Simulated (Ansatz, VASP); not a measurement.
Ba: VASP beside Ansatz

```
Ba
1.0
     0.00000    2.79571    2.79571
     2.79571    0.00000    2.79571
     2.79571    2.79571    0.00000
Ba
1
Direct
  0.00000 0.00000 0.00000
```

Change from the starting cell: volume scaled by 0.68, PAW files.

Alike in both runs: task single point; functional PBE; k mesh 10 × 10 × 10; occupations fermi-dirac, width 0.1 eV; no spin polarisation.

```csv
,VASP,Ansatz
version,VASP 6.6.1,Ansatz 0.2.0
potentials or method,"VASP PAW PBE potentials, release 64 (Ba_sv)","PAW with Ansatz's default frozen-core files, scalar-relativistic"
plane-wave cutoff (eV),520,420
valence electrons in the cell,10,10
```

|  | VASP | Ansatz | Ansatz less VASP |
| --- | --- | --- | --- |
| pressure (GPa) | 5.1 | 4.8 | -0.37 |

Spin-orbit coupling is off throughout.
